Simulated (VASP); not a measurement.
A run of VASP 6.6.1 is set up as follows.

Contents of POSCAR:

```
Hf
1.0
    3.1966985242      0.0000000000      0.0000000000
   -1.5983492621      2.7684221302      0.0000000000
    0.0000000000      0.0000000000      5.0578000000
Hf
2
Direct
    0.3333333333      0.6666666667      0.2500000000
    0.6666666667      0.3333333333      0.7500000000
```

INCAR.step1

```
PREC = Accurate ; ENCUT = 520
ISMEAR = -1 ; SIGMA = 0.05
LREAL = False ; LASPH = True
NELM = 60 ; NBANDS = 17
GGA = PE ; ALGO = Normal
EDIFF = 1E-4 ; LWAVE = True
LCHARG = False
```

The input INCAR.step2:

```
PREC = Accurate ; ENCUT = 520
EDIFF = 1E-8 ; ISMEAR = -1
SIGMA = 0.05 ; LREAL = False
LASPH = True ; NELM = 60
ALGO = Normal ; ISIF = 2
LWAVE = False ; LCHARG = False
METAGGA = R2SCAN ; LMIXTAU = True
LEFG = True ; NBANDS = 17
ISTART = 1
```

The input KPOINTS:

```
regular mesh
0
Gamma
  13 13 7
```

Potentials or basis: VASP PAW PBE potentials, release 64 (Hf_pv).

Run with:

```console
$ cat potpaw_PBE.64/Hf_pv/POTCAR > POTCAR
$ cp INCAR.step1 INCAR
$ mpirun -np 1 vasp_std > vasp.out
$ cp INCAR.step2 INCAR
$ mpirun -np 1 vasp_std > vasp.out
```

**Question.** Estimate the band gap on the k mesh.

**Answer.** Zero (bands 10 and 11 overlap by 1.82 eV).

**Question.** Estimate the pressure.

**Answer.** -0.7 GPa.

Electric field gradients, principal values (V/Å²):
| atom | least | middle | greatest (by size) |
| --- | --- | --- | --- |
| 1 Hf | -38.273 | -38.274 | 76.547 |
| 2 Hf | -38.273 | -38.274 | 76.547 |

Caveat: without QUAD_EFG the Cq values of the log hold for a quadrupole moment of 1 mb, not for the nuclei; the PAW data sets were made with another functional, which shifts forces and pressure a little; spin-orbit coupling is left out, which moves the levels of the heavy elements.
